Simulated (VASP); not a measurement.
Input of a VASP 6.6.1 run:

The input INCAR:

```
SYSTEM = SnO2
PREC = Accurate
ENCUT = 520
EDIFF = 1E-6
ISMEAR = 0
SIGMA = 0.05
LREAL = .FALSE.
LASPH = .TRUE.
NELM = 100
ALGO = Normal
ISIF = 2
LWAVE = .FALSE.
LCHARG = .TRUE.
LELF = .TRUE.
LVHAR = .TRUE.
NBANDS = 20
```

Contents of KPOINTS:

```
Automatic mesh
0
G
  12 12 12
  0 0 0
```

The input POSCAR:

```
SnO2
1.0
    1.5217428458      0.8785786417      5.4210366978
   -1.5217428458      0.8785786417      5.4210366978
    0.0000000000     -1.7571572834      5.4210366978
Sn O
1 2
Direct
    0.5000000000      0.5000000000      0.5000000000
    0.2371700000      0.2371700000      0.2371700000
    0.7628300000      0.7628300000      0.7628300000
```

Potentials or basis: VASP PAW LDA potentials, release 64 (Sn_d, O).

The run is started by

```sh
$ cat potpaw_LDA.64/Sn_d/POTCAR potpaw_LDA.64/O/POTCAR > POTCAR
$ mpirun -np 1 vasp_std > vasp.out
```

Q: Predict the largest force.

A: 1.328 eV/Å.

Q: Estimate the band gap on the k mesh.

A: 2.78 eV (least direct gap 3.01 eV).

Q: Estimate the pressure.

A: 2.0 GPa.

Forces on the atoms (eV/Å):
```
Sn   0.000  0.000  0.000
O    0.000  0.000 -1.328
O    0.000  0.000  1.328
```

Caveat: spin-orbit coupling is left out, which moves the levels of the heavy elements; forces of over 1 eV/Å act on the atoms, so gaps and moduli don't describe the material at rest. A k mesh can miss the band edges.
